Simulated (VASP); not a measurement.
# Si2Mo (Immm) in VASP: notebook, part 3 of 3

VASP 6.6.1.

## Step 4: Single point, PBE (uniaxial strain along a: +4.5 %)

INCAR reads:

```
PREC = Accurate
ENCUT = 520
EDIFF = 1E-6
ISMEAR = 0
SIGMA = 0.1
LREAL = False
LASPH = True
NELM = 80
ALGO = Normal
ISIF = 2
LWAVE = False
LCHARG = False
GGA = PE
NBANDS = 31
```

KPOINTS reads:

```
regular mesh
0
Gamma
  12 12 6
```

POSCAR reads:

```
Si2Mo
1.0
    3.3616054971      0.0000000000      0.0000000000
    0.0000000000      3.1806578327      0.0000000000
    0.0000000000      0.0000000000      7.7844485307
Si Mo
4 2
Direct
    0.0000000000      0.0000000000      0.3353002782
    0.5000000000      0.5000000000      0.1646997218
    0.5000000000      0.5000000000      0.8353002782
    0.0000000000      0.0000000000      0.6646997218
    0.0000000000      0.0000000000      0.0000000000
    0.5000000000      0.5000000000      0.5000000000
```

Potentials or basis: VASP PAW PBE potentials, release 64 (Si, Mo_sv).

Started as:

```bash
cat potpaw_PBE.64/Si/POTCAR potpaw_PBE.64/Mo_sv/POTCAR > POTCAR
mpirun -np 1 vasp_std > vasp.out
```

OUTCAR:

```text
PREC = Accurate
   ENCUT = 520
   EDIFF = 1E-6
   ISMEAR = 0
   LREAL = False
   LASPH = True
   NELM = 80
   ISIF = 2
   GGA = PE

 ion  position               nearest neighbor table
   1  0.000  0.000  0.335-   4 2.56   5 2.61   6 2.65   6 2.65   6 2.65   6 2.65   2 2.67   2 2.67
                             2 2.67   2 2.67
   2  0.500  0.500  0.165-   3 2.56   6 2.61   5 2.65   5 2.65   5 2.65   5 2.65   1 2.67   1 2.67
                             1 2.67   1 2.67
   3  0.500  0.500  0.835-   2 2.56   6 2.61   5 2.65   5 2.65   5 2.65   5 2.65   4 2.67   4 2.67
                             4 2.67   4 2.67
   4  0.000  0.000  0.665-   1 2.56   5 2.61   6 2.65   6 2.65   6 2.65   6 2.65   3 2.67   3 2.67
                             3 2.67   3 2.67
   5  0.000  0.000  0.000-   1 2.61   4 2.61   3 2.65   2 2.65   2 2.65   3 2.65   2 2.65   3 2.65
                             2 2.65   3 2.65
   6  0.500  0.500  0.500-   2 2.61   3 2.61   1 2.65   4 2.65   1 2.65   4 2.65   1 2.65   4 2.65
                             1 2.65   4 2.65

  LATTYP: Found a simple orthorhombic cell.
 ALAT       =     3.1806578327
 B/A-ratio  =     1.0568900127
 C/A-ratio  =     2.4474334997

  Lattice vectors:

 A1 = (   0.0000000000,  -3.1806578327,   0.0000000000)
 A2 = (   3.3616054971,   0.0000000000,   0.0000000000)
 A3 = (   0.0000000000,   0.0000000000,   7.7844485307)

Analysis of symmetry for initial positions (statically):
=====================================================================
 Subroutine PRICEL returns following result:

  LATTYP: Found a body centered orthorhombic cell.
 ALAT       =     3.1806578327
 B/A-ratio  =     1.0568900127
 C/A-ratio  =     2.4474334997

  Lattice vectors:

 A1 = (   1.6808027485,  -1.5903289163,  -3.8922242653)
 A2 = (  -1.6808027485,   1.5903289164,  -3.8922242653)
 A3 = (   1.6808027485,   1.5903289163,   3.8922242653)

   2 primitive cells build up your supercell.

 Routine SETGRP: Setting up the symmetry group for a
 simple orthorhombic supercell.

 Subroutine GETGRP returns: Found  8 space group operations
 (whereof  8 operations were pure point group operations)
 out of a pool of  8 trial point group operations.

The static configuration has the point symmetry D_2h.

Analysis of symmetry for dynamics (positions and initial velocities):
=====================================================================
 Subroutine PRICEL returns following result:

  LATTYP: Found a body centered orthorhombic cell.
 ALAT       =     3.1806578327
 B/A-ratio  =     1.0568900127
 C/A-ratio  =     2.4474334997

  Lattice vectors:

 A1 = (   1.6808027485,  -1.5903289163,  -3.8922242653)
 A2 = (  -1.6808027485,   1.5903289164,  -3.8922242653)
 A3 = (   1.6808027485,   1.5903289163,   3.8922242653)

   2 primitive cells build up your supercell.

 Routine SETGRP: Setting up the symmetry group for a
 simple orthorhombic supercell.

 Subroutine GETGRP returns: Found  8 space group operations
 (whereof  8 operations were pure point group operations)
 out of a pool of  8 trial point group operations.

The dynamic configuration has the point symmetry D_2h.

 Subroutine INISYM returns: Found  8 space group operations
 (whereof  8 operations are pure point group operations),
 and found     2 'primitive' translations

[... 45 lines left out ...]

 Subroutine IBZKPT returns following result:
 ===========================================

 Found    196 irreducible k-points:

 Following reciprocal coordinates:
            Coordinates               Weight
  0.000000  0.000000  0.000000      1.000000
  0.083333  0.000000  0.000000      2.000000
  0.166667  0.000000  0.000000      2.000000
  0.250000  0.000000  0.000000      2.000000
  0.333333  0.000000  0.000000      2.000000
  0.416667  0.000000  0.000000      2.000000
[... 16 lines left out ...]
  0.083333  0.250000  0.000000      4.000000
  0.166667  0.250000  0.000000      4.000000
 [... further k-points ...]
   k-points           NKPTS =    196   k-points in BZ     NKDIM =    196   number of bands    NBANDS=     31
   number of dos      NEDOS =    301   number of ions     NIONS =      6
   total plane-waves  NPLWV =  40320
   dimension x,y,z NGX =    28 NGY =   24 NGZ =   60
   dimension x,y,z NGXF=    56 NGYF=   48 NGZF=  120
   ions per type =               4   2
   NGX,Y,Z   is equivalent  to a cutoff of  13.85, 12.54, 12.81 a.u.
   NGXF,Y,Z  is equivalent  to a cutoff of  27.69, 25.09, 25.63 a.u.
 SYSTEM =  unknown system
   PREC   = accura    normal or accurate (medium, high low for compatibility)
   ISTART =      0    job   : 0-new  1-cont  2-samecut
   ICHARG =      2    charge: 1-file 2-atom 10-const
   ISPIN  =      1    spin polarized calculation?
   LNONCOLLINEAR =      F non collinear calculations
   LSORBIT =      F    spin-orbit coupling
   LASPH  =      T    aspherical Exc in radial PAW
   ENCUT  =  520.0 eV  38.22 Ry    6.18 a.u.   6.25  5.91 14.47*2*pi/ulx,y,z
   NELM   =     80;   NELMIN=  2; NELMDL= -5     # of ELM steps
   EDIFF  = 0.1E-05   stopping-criterion for ELM
   LREAL  =      F    real-space projection
   EDIFFG = 0.1E-04   stopping-criterion for IOM
   NSW    =      0    number of steps for IOM
   IBRION =     -1    ionic relax: 0-MD 1-quasi-New 2-CG
   NFREE  =      0    steps in history (QN), initial steepest desc. (CG)
   ISIF   =      2    stress and relaxation
   ISYM   =      2    0-nonsym 1-usesym 2-fastsym
   POTIM  = 0.5000    time-step for ionic-motion
   TEBEG  =    0.0;   TEEND  =   0.0 temperature during run
   PSTRESS=    0.0 pullay stress
   NELECT =      44.0000    total number of electrons
   NUPDOWN=      -1.0000    fix difference up-down
   EMIN   =  10.00;   EMAX   =-10.00  energy-range for DOS
   EFERMI =   0.00;   METHOD = LEGACY
   ISMEAR =     0;   SIGMA  =   0.10  broadening in eV -4-tet -1-fermi 0-gaus
   EFERMI_NEDOS =   21; number of points for ismear=-14 and -15
   IALGO  =     38    algorithm
   IMIX   =      4    mixing-type and parameters
     AMIX     =   0.40;   BMIX     =  1.00
     AMIX_MAG =   1.60;   BMIX_MAG =  1.00
  volume/ion in A,a.u.               =      13.87        93.61
  Fermi-wavevector in a.u.,A,eV,Ry     =   1.323717  2.501463 23.840498  1.752227
  Thomas-Fermi vector in A             =   2.453305
   LORBIT       =      0    0 simple, 1 ext, 2 COOP (PROOUT), +10 PAW based schemes
   GGA     = PE    functional components
   LHFCALC =     F    Hartree Fock is set to
   AEXX    =    0.0000 exact exchange contribution
   IVDW    =     0    specifies the selected vdW correction
   LEPSILON=     F    determine dielectric tensor
   LRPA    =     F    only Hartree local field effects (RPA)
 non-spin polarized calculation
 Gauss-broadening in eV      SIGMA  =   0.10
  energy-cutoff  :      520.00
  volume of cell :       83.23
 maximum number of plane-waves:      2268
 NGX is ok and might be reduce to    28
   NGX = 13   NGY = 11   NGZ = 29

 number of electron      44.0000002 magnetization

 Free energy of the ion-electron system (eV)
  ---------------------------------------------------
  ext. energy  EPLUGINS =         0.00000000
  ---------------------------------------------------
  free energy    TOTEN  =       -46.35339682 eV

  energy without entropy =      -46.35050328  energy(sigma->0) =      -46.35195005

 E-fermi :  11.7068     XC(G=0): -12.2644

 val. band max:       11.7042081059   @ k =   0.0833   0.0000   0.0000
 cond. band min:      11.7071209572   @ k =   0.0833   0.1667   0.0000
 fundamental gap:      0.0029128513
 Fermi energy:        11.7067959805

 k-point     1 :       0.0000    0.0000    0.0000
  band No.  band energies     occupation
      1     -49.0131      2.00000
      2     -49.0125      2.00000
      3     -23.1781      2.00000
      4     -23.1761      2.00000
      5     -23.1434      2.00000
      6     -23.1206      2.00000
[... 805 lines left out ...]
     30      16.5789      0.00000
     31      16.7467      0.00000

 [... further k-points ...]
[... 5 lines left out ...]
  --------------------------------------------------------------------------------------
  -------------------------------------------------------------------------------------
  Total       -7.1667200      0.4545251      1.5897102     -0.0000000      0.0000000      0.0000000
  in kB     -137.9556438      8.7493722     30.6010971     -0.0000000      0.0000000      0.0000000
  external PRESSURE =     -32.8683915 kB  Pullay stress =       0.0000000 kB

 VOLUME and BASIS-vectors are now :
 -----------------------------------------------------------------------------
  energy-cutoff  :      520.00
  volume of cell :       83.23
      direct lattice vectors                 reciprocal lattice vectors
     3.361605497  0.000000000  0.000000000     0.297476905  0.000000000  0.000000000
     0.000000000  3.180657833  0.000000000     0.000000000  0.314400370  0.000000000
     0.000000000  0.000000000  7.784448531     0.000000000  0.000000000  0.128461251

 POSITION                                       TOTAL-FORCE (eV/Angst)
 -----------------------------------------------------------------------------------
      0.00000      0.00000      2.61013         0.000000     -0.000000     -0.003345
      1.68080      1.59033      1.28210         0.000000     -0.000000      0.003345
      1.68080      1.59033      6.50235         0.000000     -0.000000     -0.003345
      0.00000      0.00000      5.17432        -0.000000     -0.000000      0.003345
      0.00000      0.00000      0.00000        -0.000000     -0.000000     -0.000000
      1.68080      1.59033      3.89222        -0.000000      0.000000      0.000000
 -----------------------------------------------------------------------------------
    total drift:                               -0.000000      0.000000      0.000000

  FREE ENERGIE OF THE ION-ELECTRON SYSTEM (eV)
  ---------------------------------------------------
  free  energy   TOTEN  =       -46.3533968200 eV

  energy  without entropy=      -46.3505032768  energy(sigma->0) =      -46.35195005
```

stdout:

```text
POSCAR found type information on POSCAR SiMo
 POSCAR found :  2 types and       6 ions
 scaLAPACK will be used
 LDA part: xc-table for (Slater+PW92), standard interpolation
 POSCAR, INCAR and KPOINTS ok, starting setup
 FFT: planning ... GRIDC
 FFT: planning ... GRID_SOFT
 FFT: planning ... GRID
 WAVECAR not read
 entering main loop
```

It took 4.5 min on 1 thread of Intel Xeon Platinum 8488C (Sapphire Rapids), shared host; peak memory 0.49 GiB.

What came out:

```
Free energy            : -46.3534 eV
Pressure               : -3.3 GPa
Largest force          : 0.003 eV/Å
Band gap on the k mesh : zero (band 22 reaches 12.10 eV, above the bottom of band 23 at 11.42 eV)
```

Forces on the atoms (eV/Å):
```
Si   0.000  0.000 -0.003
Si   0.000  0.000  0.003
Si   0.000  0.000 -0.003
Si   0.000  0.000  0.003
Mo   0.000  0.000  0.000
Mo   0.000  0.000  0.000
```

Stress tensor (GPa, compression positive):
```
-13.80   0.00   0.00
  0.00   0.87   0.00
  0.00   0.00   3.06
```

Levels at points of the mesh, in eV from the Fermi level:
| k point | band 19 | band 20 | band 21 | band 22 | band 23 | band 24 | band 25 | band 26 |
| --- | --- | --- | --- | --- | --- | --- | --- | --- |
| (0.00, 0.00, 0.00) | -1.21 | -0.78 | -0.17 | 0.02 | 0.28 | 0.43 | 2.48 | 2.77 |
| (0.50, 0.00, 0.00) | -2.05 | -2.05 | -0.43 | -0.43 | 1.48 | 1.48 | 3.07 | 3.07 |
| (0.00, 0.50, 0.00) | -1.94 | -1.94 | -0.96 | -0.96 | 2.02 | 2.02 | 3.09 | 3.09 |
| (0.50, 0.50, 0.00) | -2.70 | -2.70 | -1.21 | -1.21 | 1.93 | 1.93 | 2.78 | 2.78 |
| (0.00, 0.00, 0.50) | -1.57 | -1.57 | 0.36 | 0.36 | 1.17 | 1.17 | 1.68 | 1.68 |
| (0.50, 0.00, 0.50) | -2.19 | -2.19 | -0.24 | -0.24 | 1.61 | 1.61 | 3.42 | 3.42 |
| (0.00, 0.50, 0.50) | -2.31 | -2.31 | -0.71 | -0.71 | 2.50 | 2.50 | 2.50 | 2.50 |
| (0.50, 0.50, 0.50) | -2.05 | -2.05 | -1.76 | -1.76 | 0.40 | 0.40 | 2.00 | 2.00 |

Caveat: the cell differs from its parent crystal (uniaxial strain along a: +4.5 %).

## Step 5: Single point, PBE (uniaxial strain along a: -3.0 %, then relaxed in part)

INCAR reads:

```
SYSTEM = Si2Mo
PREC = Accurate ; ENCUT = 520
EDIFF = 1E-7 ; ISMEAR = 0
SIGMA = 0.1 ; LREAL = .False.
LASPH = .True. ; NELM = 80
ALGO = Normal ; ISIF = 2
LWAVE = .False. ; LCHARG = .False.
GGA = PE ; NBANDS = 31
```

KPOINTS reads:

```
regular mesh
0
Gamma
  12 12 6
  0 0 0
```

POSCAR reads:

```
Si2Mo
1.0
    3.1203419446      0.0000000000      0.0000000000
    0.0000000000      3.2433228780      0.0000000000
    0.0000000000      0.0000000000      7.9067092241
Si Mo
4 2
Direct
    0.0000000000      0.0000000000      0.3349358304
    0.5000000000      0.5000000000      0.1650641696
    0.5000000000      0.5000000000      0.8349358304
    0.0000000000      0.0000000000      0.6650641696
    0.0000000000      0.0000000000      0.0000000000
    0.5000000000      0.5000000000      0.5000000000
```

Started as:

```bash
cat potpaw_PBE.64/Si/POTCAR potpaw_PBE.64/Mo_sv/POTCAR > POTCAR
mpirun -np 1 vasp_std > vasp.out
```

Run time: 5.4 min. Hardware: 1 thread of Intel Xeon 6975P-C (Granite Rapids), shared host; peak memory 0.46 GiB.

It converged, with:

- Free energy: -46.4375 eV
- Pressure: 3.9 GPa
- Band gap on the k mesh: zero (band 22 reaches 12.91 eV, above the bottom of band 23 at 12.11 eV)

Forces in eV/Å, atoms in the order of the input:
```
Si   0.000  0.000 -0.003
Si   0.000  0.000  0.003
Si   0.000  0.000 -0.003
Si   0.000  0.000  0.003
Mo   0.000  0.000  0.000
Mo   0.000  0.000  0.000
```

Stress tensor (GPa, compression positive):
```
11.24  0.00  0.00
 0.00  0.18  0.00
 0.00  0.00  0.15
```

Levels at points of the mesh, in eV from the Fermi level:
| k point | band 20 | band 21 | band 22 | band 23 | band 24 | band 25 |
| --- | --- | --- | --- | --- | --- | --- |
| (0.00, 0.00, 0.00) | -0.88 | -0.40 | 0.04 | 0.41 | 0.54 | 2.74 |
| (0.50, 0.00, 0.00) | -2.56 | -0.89 | -0.89 | 1.94 | 1.94 | 3.36 |
| (0.00, 0.50, 0.00) | -2.24 | -0.49 | -0.49 | 1.68 | 1.68 | 2.96 |
| (0.50, 0.50, 0.00) | -3.21 | -1.24 | -1.24 | 2.24 | 2.24 | 2.79 |
| (0.00, 0.00, 0.50) | -1.71 | 0.47 | 0.47 | 1.36 | 1.36 | 1.89 |
| (0.50, 0.00, 0.50) | -2.63 | -0.70 | -0.70 | 2.57 | 2.57 | 2.80 |
| (0.00, 0.50, 0.50) | -2.28 | -0.33 | -0.33 | 1.96 | 1.96 | 3.50 |
| (0.50, 0.50, 0.50) | -2.28 | -2.06 | -2.06 | 0.19 | 0.19 | 2.29 |

Caveat: the cell differs from its parent crystal (uniaxial strain along a: -3.0 %, then relaxed in part).

## Step 6: Single point, PBE (uniaxial strain along a: -3.0 %)

INCAR reads:

```
SYSTEM = Si2Mo
PREC = Accurate ; ENCUT = 520
EDIFF = 1E-7 ; ISMEAR = 0
SIGMA = 0.1 ; LREAL = .FALSE.
LASPH = .TRUE. ; NELM = 60
ALGO = Normal ; ISIF = 2
LWAVE = .FALSE. ; LCHARG = .FALSE.
GGA = PE ; NBANDS = 31
```

KPOINTS reads:

```
regular mesh
0
G
  12 12 6
  0 0 0
```

POSCAR reads:

```
Si2Mo
1.0
    3.1203419446      0.0000000000      0.0000000000
    0.0000000000      3.2409737209      0.0000000000
    0.0000000000      0.0000000000      7.9320676558
Si Mo
4 2
Direct
    0.0000000000      0.0000000000      0.3350215020
    0.5000000000      0.5000000000      0.1649784980
    0.5000000000      0.5000000000      0.8350215020
    0.0000000000      0.0000000000      0.6649784980
    0.0000000000      0.0000000000      0.0000000000
    0.5000000000      0.5000000000      0.5000000000
```

Potentials or basis: VASP PAW PBE potentials, release 64 (Si, Mo_sv).

Started as:

```bash
cat potpaw_PBE.64/Si/POTCAR potpaw_PBE.64/Mo_sv/POTCAR > POTCAR
mpirun -np 1 vasp_std > vasp.out
```

It took 5.7 min on 1 thread of Intel Xeon 6975P-C (Granite Rapids), shared host; peak memory 0.46 GiB.

Results (log left out):

```yaml
Free_energy: -46.4365 eV
Pressure: 3.3 GPa
Largest_force: 0.006 eV/Å
Band_gap_on_the_k_mesh: zero (band 22 reaches 12.88 eV, above the bottom of band 23 at 12.07 eV)
```

Forces on the atoms (eV/Å):
```
Si   0.000  0.000 -0.006
Si   0.000  0.000  0.006
Si   0.000  0.000 -0.006
Si   0.000  0.000  0.006
Mo   0.000  0.000  0.000
Mo   0.000  0.000  0.000
```

Stress tensor (GPa, compression positive):
```
10.98  0.00  0.00
 0.00  0.17  0.00
 0.00  0.00 -1.33
```

Levels at points of the mesh, in eV from the Fermi level:
```
           k point  band 20  band 21  band 22  band 23  band 24  band 25
(0.00, 0.00, 0.00)    -0.87    -0.41     0.04     0.42     0.54     2.75
(0.50, 0.00, 0.00)    -2.60    -0.87    -0.87     1.92     1.92     3.34
(0.00, 0.50, 0.00)    -2.23    -0.48    -0.48     1.68     1.68     2.94
(0.50, 0.50, 0.00)    -3.23    -1.24    -1.24     2.24     2.24     2.76
(0.00, 0.00, 0.50)    -1.71     0.48     0.48     1.36     1.36     1.87
(0.50, 0.00, 0.50)    -2.63    -0.69    -0.69     2.56     2.56     2.82
(0.00, 0.50, 0.50)    -2.27    -0.33    -0.33     1.97     1.97     3.50
(0.50, 0.50, 0.50)    -2.30    -2.08    -2.08     0.16     0.16     2.30
```

Caveat: the cell differs from its parent crystal (uniaxial strain along a: -3.0 %).

## Step 7: The runs side by side

```csv
cell,gap on the mesh (eV),pressure (GPa)
"a = 3.313, b = 3.193, c = 7.814 Å, 6 atoms",none,-2.3
"a = 3.313, b = 3.194, c = 7.843 Å, 6 atoms",none,-3.1
"a = 3.362, b = 3.181, c = 7.784 Å, 6 atoms",none,-3.3
"a = 3.120, b = 3.243, c = 7.907 Å, 6 atoms",none,3.9
"a = 3.120, b = 3.241, c = 7.932 Å, 6 atoms",none,3.3
```

Alike in all rows: task single point; level PBE; potentials or basis VASP PAW PBE potentials, release 64 (Si, Mo_sv); no spin polarisation; k mesh 12 × 12 × 6; cutoff (eV) 520; smearing gaussian 0.1 eV.

Total energies depend on the potentials used, so only differences within one code and one set of settings carry meaning.
